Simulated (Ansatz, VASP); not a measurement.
## One calculation of PtSe2, two programs

The input INCAR:

```
PREC = Accurate
ENCUT = 520
EDIFF = 1E-7
ISMEAR = 0
SIGMA = 0.15
LREAL = False
LASPH = True
NELM = 60
ALGO = Normal
ISIF = 2
LWAVE = False
LCHARG = False
GGA = PS
IVDW = 12
NBANDS = 18
```

KPOINTS

```
Automatic mesh
0
Gamma
  12 12 8
```

POSCAR

```
PtSe2
1.0
    4.2996942953      0.0000000000      0.0000000000
   -2.1498471476      3.7236444882      0.0000000000
    0.0000000000      0.0000000000      4.6296715343
Pt Se
1 2
Direct
    0.0000000000      0.0000000000      0.0000000000
    0.3333333333      0.6666666667      0.2721511594
    0.6666666667      0.3333333333      0.7278488406
```

Input for Ansatz:

```yaml
crystal:
  lattice:
    - [4.2996942953, 0.0, 0.0]
    - [-2.1498471476, 3.7236444882, 0.0]
    - [0.0, 0.0, 4.6296715343]
  atoms:
    - { symbol: Pt, position: [0.0, 0.0, 0.0] }
    - { symbol: Se, position: [0.3333333333, 0.6666666667, 0.2721511594] }
    - { symbol: Se, position: [0.6666666667, 0.3333333333, 0.7278488406] }
basis:
  ecutwfc: 420
kpoints:
  mp_grid: { grid: [12, 12, 8] }
hamiltonian:
  xc: pbesol
  pseudopotentials: { kind: paw, azcp: { folder: soft_1 } }
  dispersion: d3bj
scf:
  occupations: { method: gaussian, width: 0.15 }
output:
  forces: true
  stress: true
  eigenvalues: true
```

Change from the starting cell: normal strain along x +0.1500, normal strain along y +0.1500.

Alike in both runs: task single point; functional PBEsol; dispersion D3(BJ); k mesh 12 × 12 × 8; occupations gaussian, width 0.15 eV; no spin polarisation.

```csv
,VASP,Ansatz
version,VASP 6.6.1,Ansatz 0.2.0
potentials or method,"VASP PAW PBE potentials, release 64 (Pt, Se), cutoff 520 eV","scalar-relativistic, plane waves, PAW"
valence electrons in the cell,22,50
```

|  | VASP | Ansatz | Ansatz less VASP |
| --- | --- | --- | --- |
| gap on the k mesh at the Fermi level (eV) | none | none | - |
| pressure (GPa) | -21.5 | -21.4 | +0.02 |
| traceless stress, the component that is largest in VASP (GPa) | 8.71 | 8.71 | +0.004 |
| rms of the force components (eV/Å) | 0.640 | 0.642 | +0.0024 |

VASP's potentials were made for PBE, not for PBEsol, and Ansatz warns of the same on its side. Atom by atom the forces differ by 0.002 eV/Å (rms over components). A gap of «none» marks a metal or a gap that the smearing closes. VASP's potentials hold 22 valence electrons a cell and Ansatz's 50, so a difference there can come from the potentials and not from the codes.

Neither program's run includes spin-orbit coupling.
